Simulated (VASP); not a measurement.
Runs of VASP 6.6.1 on Al2O3. The structure is that of space group R-3c (No. 167), or close to it. The cells are those of the table. 

| cell | gap on the mesh (eV) | pressure (GPa) | largest force (eV/Å) |
| --- | --- | --- | --- |
| a = 4.992 Å, angles 58.8°, 10 atoms | 5.31 | -0.4 | 0.71 |
| a = 5.229 Å, angles 55.3°, 10 atoms | 5.41 | -11.3 | 0.06 |
| a = 4.755 Å, angles 57.7°, 10 atoms | (c) | 60.1 | 0.71 |
| a = 4.899 Å, angles 54.2°, 10 atoms | 8.33 | 61.6 | 0.43 |
| a = 5.109 Å, angles 52.0°, 10 atoms | (a) | 36.8 | 0.78 |
| a = 4.710 Å, angles 58.8°, 10 atoms | 7.31 | 59.8 | 1.15 |
| a = 5.001 Å, angles 54.2°, 10 atoms | 7.49 | 35.4 | 0.32 |
| a = 5.192 Å, angles 54.2°, 10 atoms | 6.01 | 0.5 | 0.17 |
| a = 4.849 Å, angles 55.3°, 10 atoms | 8.30 | 60.9 | 0.24 |
| a = 4.951 Å, angles 53.1°, 10 atoms | (b) | 62.3 | 0.74 |
| a = 5.039 Å, angles 57.7°, 10 atoms | 5.58 | -0.3 | 0.45 |
| a = 5.397 Å, angles 52.0°, 10 atoms | 5.08 | -10.1 | 0.30 |

Alike in all rows: task single point; level PBEsol; potentials or basis VASP PAW PBE potentials, release 64 (Al, O); no spin polarisation; k mesh 6 × 6 × 6; cutoff (eV) 520; smearing gaussian 0.05 eV.

**Question.** Fill in the values left out.

**Answer.** (a) 7.19; (b) 8.22; (c) 7.67.

Caveats: the PAW data sets were made with another functional, which shifts forces and pressure a little.

A k mesh can miss the band edges.
